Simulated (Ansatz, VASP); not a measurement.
W in VASP and in Ansatz

The input INCAR:

```
PREC     = Accurate       # precision mode
ENCUT    = 520            # plane-wave cutoff, eV
EDIFF    = 1E-8           # SCF threshold, eV
ISMEAR   = -1             # smearing method
SIGMA    = 0.05           # smearing width, eV
LREAL    = False          # projectors in reciprocal space
LASPH    = True           # aspherical terms in the spheres
NELM     = 60             # most SCF steps
ALGO     = Normal         # electronic algorithm
ISIF     = 2              # what is computed and relaxed
LWAVE    = False          # write WAVECAR
LCHARG   = False          # write CHGCAR
GGA      = PS             # functional
LEFG     = True         
NBANDS   = 13             # bands
```

The input KPOINTS:

```
Automatic mesh
0
Gamma
  14 14 14
```

File POSCAR:

```
W
1.0
    0.0000000000      2.0163754284      2.0163754284
    2.0163754284      0.0000000000      2.0163754284
    2.0163754284      2.0163754284      0.0000000000
W
1
Direct
    0.0000000000      0.0000000000      0.0000000000
```

Input for Ansatz:

```yaml
crystal:
  lattice:
    - [0.0, 2.0163754284, 2.0163754284]
    - [2.0163754284, 0.0, 2.0163754284]
    - [2.0163754284, 2.0163754284, 0.0]
  atoms:
    - { symbol: W, position: [0.0, 0.0, 0.0] }
kpoints:
  mp_grid: { grid: [14, 14, 14] }
scf:
  occupations: { method: fermi_dirac, width: 0.05 }
hamiltonian:
  xc: pbesol
  pseudopotentials: { kind: all_electron, datasets: crystal }
output:
  forces: true
  stress: true
  eigenvalues: true
  efg: { contact_densities: true }
```

Change from the starting cell: volume scaled by 0.98, crystal datasets.

Alike in both runs: task electric field gradients; functional PBEsol; k mesh 14 × 14 × 14; occupations fermi-dirac, width 0.05 eV; no spin polarisation.

```csv
,VASP,Ansatz
version,VASP 6.6.1,Ansatz 0.2.0
potentials or method,"VASP PAW PBE potentials, release 64 (W_sv), cutoff 520 eV","all-electron PAW with datasets made for the crystal, scalar-relativistic"
```

Ansatz gave:

```
pressure (GPa) : -7.3
```

Question: What did VASP give for the same quantities?

Answer: Pressure (GPa): -6.8.

VASP's potentials were made for PBE, not for PBEsol. Ansatz ran all-electron here, and VASP with PAW potentials.

Neither program's run includes spin-orbit coupling.
